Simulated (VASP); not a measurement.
**GaP: single point with LDA**

The system is GaP.

```
CELL_PARAMETERS angstrom
0.00000 2.69577 2.69577
2.69577 0.00000 2.69577
2.69577 2.69577 0.00000
ATOMIC_POSITIONS crystal
Ga 0.00000 0.00000 0.00000
P 0.25000 0.25000 0.25000
```

```json
{
 "Program": "VASP 6.6.1",
 "Task": "single point",
 "Functional": "LDA",
 "Potentials or basis": "VASP PAW LDA potentials, release 64 (Ga_d, P)",
 "Cutoff": "500 eV",
 "k mesh": "6 × 6 × 6",
 "Occupations": "gaussian, width 0.05 eV",
 "Spin": "no spin polarisation"
}
```

```
Pressure               : 0.1 GPa
Band gap on the k mesh : 1.42 eV, indirect (least direct gap 1.91 eV)
```

Levels at points of the mesh, in eV from the valence-band top:
| k point | band 6 | band 7 | band 8 | band 9 | band 10 | band 11 | band 12 | band 13 |
| --- | --- | --- | --- | --- | --- | --- | --- | --- |
| (0.00, 0.00, 0.00) | -12.76 | 0.00 | 0.00 | 0.00 | 1.91 | 3.78 | 3.78 | 3.78 |
| (0.50, 0.00, 0.00) | -10.57 | -6.90 | -1.18 | -1.18 | 1.61 | 4.62 | 4.62 | 8.10 |
| (0.50, 0.50, 0.00) | -9.60 | -7.00 | -2.83 | -2.83 | 1.42 | 1.65 | 10.70 | 10.70 |

Wall time 6.3 s on 1 thread of AMD EPYC 7R13 Processor (Zen 3), with other jobs on the host, peak memory 0.11 GiB.

A k mesh can miss the band edges. A hybrid or GW would open this gap; LDA tends to underestimate it.
